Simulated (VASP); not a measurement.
Here is a VASP 6.6.1 calculation.

Contents of POSCAR:

```
LiF
1.0
    2.0048727240      2.0048727240      0.0000000000
   -2.0048727240      2.0048727240      0.0000000000
    0.0000000000      2.0048727240      1.9889135381
Li F
1 1
Direct
    0.0000000000      0.0000000000      0.0000000000
    0.5000000000      0.5000000000      0.0000000000
```

The input INCAR.step1:

```
SYSTEM = LiF
PREC = Accurate
ENCUT = 520
ISMEAR = 0
SIGMA = 0.01
LREAL = .FALSE.
LASPH = .TRUE.
NELM = 60
NBANDS = 12
GGA = PE
ALGO = Normal
EDIFF = 1E-4
LWAVE = .TRUE.
LCHARG = .FALSE.
```

File INCAR.step2:

```
SYSTEM = LiF
PREC = Accurate
ENCUT = 520
EDIFF = 1E-7
ISMEAR = 0
SIGMA = 0.01
LREAL = .FALSE.
LASPH = .TRUE.
NELM = 60
ALGO = Normal
ISIF = 2
LWAVE = .FALSE.
LCHARG = .TRUE.
METAGGA = R2SCAN
LMIXTAU = .TRUE.
LELF = .TRUE.
LVHAR = .TRUE.
NBANDS = 12
ISTART = 1
```

The input KPOINTS:

```
regular mesh
0
G
  10 10 10
  0 0 0
```

Potentials or basis: VASP PAW PBE potentials, release 64 (Li_sv, F).

Command:

```console
$ cat potpaw_PBE.64/Li_sv/POTCAR potpaw_PBE.64/F/POTCAR > POTCAR
$ cp INCAR.step1 INCAR
$ mpirun -np 1 vasp_std > vasp.out
$ cp INCAR.step2 INCAR
$ mpirun -np 1 vasp_std > vasp.out
```

Problem. Estimate the band gap on the k mesh.

Solution. 10.48 eV.

Caveat: the cell differs from its parent crystal (in-plane strain +0.005). A k mesh can miss the band edges.
